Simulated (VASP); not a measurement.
# Be (P6_3/mmc) in VASP: notebook

Runs on Be. Level: LDA. Tasks: single point.

Program: VASP 6.6.1. These are calculated values, not measurements. Logs are shortened: lines on timing, memory, paths and dates and some standing lists are left out, and cuts for length are marked.

### 1 The cell of the first run

The structure is hexagonal, space group P6_3/mmc (No. 194). The conventional cell has a = 2.257 Å, b = 2.257 Å, c = 3.422 Å, α = 90.00°, β = 90.00°, γ = 120.00°. Be (site symmetry -6m2) has 12 Be at 2.15 to 2.26 Å within 2.8 Å.

### 2 Single point, LDA

The input, INCAR:

```
ALGO = Fast ; EDIFF = 1E-7
ENCUT = 520 ; GGA = CA
ISIF = 2 ; ISMEAR = 0
LASPH = True ; LCHARG = False
LREAL = False ; LWAVE = False
NBANDS = 9 ; NELM = 80
PREC = Accurate ; SIGMA = 0.15
```

The input, KPOINTS:

```
k-points
0
Gamma
  33 33 20
```

The input, POSCAR:

```
Be
1.0
    2.2567147728      0.0000000000      0.0000000000
   -1.1283573864      1.9543723224      0.0000000000
    0.0000000000      0.0000000000      3.4221640686
Be
2
Direct
    0.3333333333      0.6666666667      0.2500000000
    0.6666666667      0.3333333333      0.7500000000
```

Potentials or basis: VASP PAW LDA potentials, release 64 (Be).

Started as:

```bash
$ cat potpaw_LDA.64/Be/POTCAR > POTCAR
$ mpirun -np 1 vasp_std > vasp.out
```

OUTCAR:

```text
EDIFF = 1E-7
   ENCUT = 520
   GGA = CA
   ISIF = 2
   ISMEAR = 0
   LASPH = True
   LREAL = False
   NELM = 80
   PREC = Accurate

 ion  position               nearest neighbor table
   1  0.333  0.667  0.250-   2 2.15   2 2.15   2 2.15   2 2.15   2 2.15   2 2.15
   2  0.667  0.333  0.750-   1 2.15   1 2.15   1 2.15   1 2.15   1 2.15   1 2.15

  LATTYP: Found a hexagonal cell.
 ALAT       =     2.2567147728
 C/A-ratio  =     1.5164362417

  Lattice vectors:

 A1 = (   2.2567147728,   0.0000000000,   0.0000000000)
 A2 = (  -1.1283573864,   1.9543723224,   0.0000000000)
 A3 = (   0.0000000000,   0.0000000000,   3.4221640686)

Analysis of symmetry for initial positions (statically):
=====================================================================
 Subroutine PRICEL returns:
 Original cell was already a primitive cell.

 Routine SETGRP: Setting up the symmetry group for a
 hexagonal supercell.

 Subroutine GETGRP returns: Found 24 space group operations
 (whereof 12 operations were pure point group operations)
 out of a pool of 24 trial point group operations.

The static configuration has the point symmetry D_3d.
 The point group associated with its full space group is D_6h.

Analysis of symmetry for dynamics (positions and initial velocities):
=====================================================================
 Subroutine PRICEL returns:
 Original cell was already a primitive cell.

 Routine SETGRP: Setting up the symmetry group for a
 hexagonal supercell.

 Subroutine GETGRP returns: Found 24 space group operations
 (whereof 12 operations were pure point group operations)
 out of a pool of 24 trial point group operations.

The dynamic configuration has the point symmetry D_3d.
 The point group associated with its full space group is D_6h.

 Subroutine INISYM returns: Found 24 space group operations
 (whereof 12 operations are pure point group operations),
 and found     1 'primitive' translations

----------------------------------------------------------------------------------------

                                     Primitive cell

  volume of cell :      15.0933

  direct lattice vectors                    reciprocal lattice vectors
     2.256714773  0.000000000  0.000000000     0.443122016  0.255836615  0.000000000
    -1.128357386  1.954372322  0.000000000     0.000000000  0.511673231  0.000000000
     0.000000000  0.000000000  3.422164069     0.000000000  0.000000000  0.292212758

  length of vectors
     2.256714773  2.256714773  3.422164069     0.511673231  0.511673231  0.292212758
[... 88 lines left out ...]
   ISYM   =      2    0-nonsym 1-usesym 2-fastsym
   POTIM  = 0.5000    time-step for ionic-motion
   TEBEG  =    0.0;   TEEND  =   0.0 temperature during run
   PSTRESS=    0.0 pullay stress
   NELECT =       4.0000    total number of electrons
   NUPDOWN=      -1.0000    fix difference up-down
   EMIN   =  10.00;   EMAX   =-10.00  energy-range for DOS
   EFERMI =   0.00;   METHOD = LEGACY
   ISMEAR =     0;   SIGMA  =   0.15  broadening in eV -4-tet -1-fermi 0-gaus
   EFERMI_NEDOS =   21; number of points for ismear=-14 and -15
   IALGO  =     68    algorithm
   IMIX   =      4    mixing-type and parameters
     AMIX     =   0.40;   BMIX     =  1.00
     AMIX_MAG =   1.60;   BMIX_MAG =  1.00
  volume/ion in A,a.u.               =       7.55        50.93
  Fermi-wavevector in a.u.,A,eV,Ry     =   1.051558  1.987156 15.044971  1.105774
  Thomas-Fermi vector in A             =   2.186606
   LORBIT       =      0    0 simple, 1 ext, 2 COOP (PROOUT), +10 PAW based schemes
   GGA     = CA    functional components
   LHFCALC =     F    Hartree Fock is set to
   AEXX    =    0.0000 exact exchange contribution
   IVDW    =     0    specifies the selected vdW correction
   LEPSILON=     F    determine dielectric tensor
   LRPA    =     F    only Hartree local field effects (RPA)
 non-spin polarized calculation
 RMM-DIIS sequential band-by-band and
 Gauss-broadening in eV      SIGMA  =   0.15
  energy-cutoff  :      520.00
  volume of cell :       15.09
 maximum number of plane-waves:       417
 NGX is ok and might be reduce to    18

 number of electron       4.0000000 magnetization

 Free energy of the ion-electron system (eV)
  ---------------------------------------------------
  ext. energy  EPLUGINS =         0.00000000
  ---------------------------------------------------
  free energy    TOTEN  =        -8.40255122 eV

  energy without entropy =       -8.40123136  energy(sigma->0) =       -8.40189129

 E-fermi :   7.1401     XC(G=0): -10.7736

 val. band max:        7.1157929009   @ k =   0.2727   0.2424   0.1000
 cond. band min:       7.1544244575   @ k =   0.3030   0.0606   0.0000
 fundamental gap:      0.0386315566
 Fermi energy:         7.1401441732

 k-point     1 :       0.0000    0.0000    0.0000
  band No.  band energies     occupation
      1      -4.2978      2.00000
      2       2.9207      2.00000
      3       9.2050      0.00000
      4      22.6950      0.00000
      5      22.6950      0.00000
      6      25.8360      0.00000
      7      25.8360      0.00000
      8      29.2175      0.00000
      9      34.5643      0.00000
[... 265 lines left out ...]
 k-point    24 :       0.2121    0.0303    0.0000
  band No.  band energies     occupation
      1      -2.8279      2.00000
      2       4.8858      2.00000
      3       9.1034      0.00000
      4      16.0247      0.00000
      5      18.5417      0.00000
      6      24.3534      0.00000
      7      25.0350      0.00000
      8      26.1067      0.00000
      9      27.4645      0.00000

 [... further k-points ...]

------------------------ aborting loop because EDIFF is reached ----------------------------------------

  FORCE on cell =-STRESS in cart. coord.  units (eV):
  Direction    XX          YY          ZZ          XY          YZ          ZX
  --------------------------------------------------------------------------------------
  -------------------------------------------------------------------------------------
  Total       -0.3632627     -0.3632627      1.0464354      0.0000000     -0.0000000      0.0000000
  in kB      -38.5608447    -38.5608447    111.0805969      0.0000000     -0.0000000      0.0000000
  external PRESSURE =      11.3196358 kB  Pullay stress =       0.0000000 kB

 VOLUME and BASIS-vectors are now :
 -----------------------------------------------------------------------------
  energy-cutoff  :      520.00
  volume of cell :       15.09
      direct lattice vectors                 reciprocal lattice vectors
     2.256714773  0.000000000  0.000000000     0.443122016  0.255836615  0.000000000
    -1.128357386  1.954372322  0.000000000     0.000000000  0.511673231  0.000000000
     0.000000000  0.000000000  3.422164069     0.000000000  0.000000000  0.292212758

 POSITION                                       TOTAL-FORCE (eV/Angst)
 -----------------------------------------------------------------------------------
     -0.00000      1.30291      0.85554        -0.000000     -0.000000      0.000000
      1.12836      0.65146      2.56662         0.000000      0.000000      0.000000
 -----------------------------------------------------------------------------------
    total drift:                                0.000000     -0.000000      0.000000

  FREE ENERGIE OF THE ION-ELECTRON SYSTEM (eV)
  ---------------------------------------------------
  free  energy   TOTEN  =        -8.4025512219 eV

  energy  without entropy=       -8.4012313582  energy(sigma->0) =       -8.40189129
```

stdout:

```text
POSCAR found type information on POSCAR Be
 POSCAR found :  1 types and       2 ions
 scaLAPACK will be used
 LDA part: xc-table for (Slater(with rela. corr.)+CA(PZ))
 , standard interpolation
 POSCAR, INCAR and KPOINTS ok, starting setup
 FFT: planning ... GRIDC
 FFT: planning ... GRID_SOFT
 FFT: planning ... GRID
 WAVECAR not read
 entering main loop
```

Run time: 46 s. Hardware: 1 thread of Intel Xeon 6975P-C (Granite Rapids), shared host; peak memory 0.22 GiB.

Results:

```
Free energy            : -8.4026 eV
Pressure               : 1.1 GPa
Band gap on the k mesh : zero (band 2 reaches 8.22 eV, above the bottom of band 3 at 5.82 eV)
```

### 3 Single point, LDA

This run uses another cell than the first one, of the same volume but with other edges.

The input, INCAR:

```
ALGO = Fast ; EDIFF = 1E-6
ENCUT = 520 ; ISIF = 2
ISMEAR = 0 ; LASPH = True
LCHARG = True ; LELF = True
LREAL = False ; LVHAR = True
LWAVE = False ; NBANDS = 9
NELM = 100 ; PREC = Accurate
SIGMA = 0.15
```

KPOINTS is that of step 2.

The input, POSCAR:

```
Be
1.0
    2.1903019167      0.0000000000      0.0000000000
   -1.0951509583      1.8968571018      0.0000000000
    0.0000000000      0.0000000000      3.6328394447
Be
2
Direct
    0.3333333333      0.6666666667      0.2500000000
    0.6666666667      0.3333333333      0.7500000000
```

Potentials or basis: VASP PAW LDA potentials, release 64 (Be).

Started as:

```bash
$ cat potpaw_LDA.64/Be/POTCAR > POTCAR
$ mpirun -np 1 vasp_std > vasp.out
```

Run time: 26 s. Hardware: 1 thread of Intel Xeon 6975P-C (Granite Rapids), shared host; peak memory 0.23 GiB.

The run converged. Its results:

```yaml
Free_energy: -8.3915 eV
Pressure: 0.3 GPa
Band_gap_on_the_k_mesh: zero (band 2 reaches 8.11 eV, above the bottom of band 3 at 6.27 eV)
```

Stress tensor (GPa, compression positive):
```
  6.77   0.00   0.00
  0.00   6.77   0.00
  0.00   0.00 -12.72
```

Levels at points of the mesh, in eV from the Fermi level:
| k point | band 1 | band 2 | band 3 | band 4 | band 5 | band 6 |
| --- | --- | --- | --- | --- | --- | --- |
| (0.00, 0.00, 0.00) | -11.50 | -5.13 | 0.46 | 17.36 | 17.36 | 19.97 |
| (0.00, 0.00, 0.50) | -9.48 | -9.48 | 9.47 | 9.47 | 18.82 | 18.82 |

[end of part 1 of 2]
